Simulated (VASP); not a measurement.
Runs of VASP 6.6.1 on KCl. The structure is that of space group P6_3/mmc (No. 194), or close to it. The cells are those of the table. 

| level | cell | smearing | gap on the mesh (eV) | pressure (GPa) |
| --- | --- | --- | --- | --- |
| r2SCAN | a = 5.317, b = 5.317, c = 6.249 Å, angles 90.0, 90.0, 120.0°, 4 atoms | gaussian 0.01 eV | 5.37 | (a) |
| r2SCAN | a = 5.344, b = 5.344, c = 6.239 Å, angles 90.0, 90.0, 120.0°, 4 atoms | gaussian 0.01 eV | 5.36 | 0.0 |
| r2SCAN | a = 5.424, b = 5.424, c = 6.333 Å, angles 90.0, 90.0, 120.0°, 4 atoms | gaussian 0.01 eV | 5.28 | (b) |
| r2SCAN | a = 5.264, b = 5.264, c = 6.146 Å, angles 90.0, 90.0, 120.0°, 4 atoms | gaussian 0.01 eV | 5.43 | 0.7 |
| PBE | a = 5.264, b = 5.264, c = 6.146 Å, angles 90.0, 90.0, 120.0°, 4 atoms | fermi-dirac 0.02 eV | 4.86 | 1.2 |

Alike in all rows: task single point; potentials or basis VASP PAW PBE potentials, release 64 (K_sv, Cl); no spin polarisation; k mesh 6 × 6 × 4; cutoff (eV) 520.

Fill in the values left out.

(a) 0.1; (b) -0.6.

Caveats: the PAW data sets were made with another functional, which shifts forces and pressure a little (some runs).

A k mesh can miss the band edges.
